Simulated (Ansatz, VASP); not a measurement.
BiOs: VASP beside Ansatz

```
Os Bi
1.0
     0.00000    2.79585    2.79585
     2.79585    0.00000    2.79585
     2.79585    2.79585    0.00000
Os Bi
1 1
Cartesian
  2.7958 2.7958 2.7958
  0.0000 0.0000 0.0000
```

Alike in both runs: task single point; functional RPBE; k mesh 10 × 10 × 10; occupations gaussian, width 0.05 eV; no spin polarisation.

```csv
,VASP,Ansatz
version,VASP 6.6.1,Ansatz 0.2.0
potentials or method,"VASP PAW PBE potentials, release 64 (Os, Bi_d), cutoff 520 eV","scalar-relativistic, plane waves, PAW"
valence electrons in the cell,23,31
```

```csv
,VASP,Ansatz,Ansatz less VASP
pressure (GPa),2.4,2.4,-0.08
```

VASP's potentials were made for PBE, not for RPBE. VASP's potentials hold 23 valence electrons a cell and Ansatz's 31, so a difference there can come from the potentials and not from the codes.

Spin-orbit coupling is off throughout.
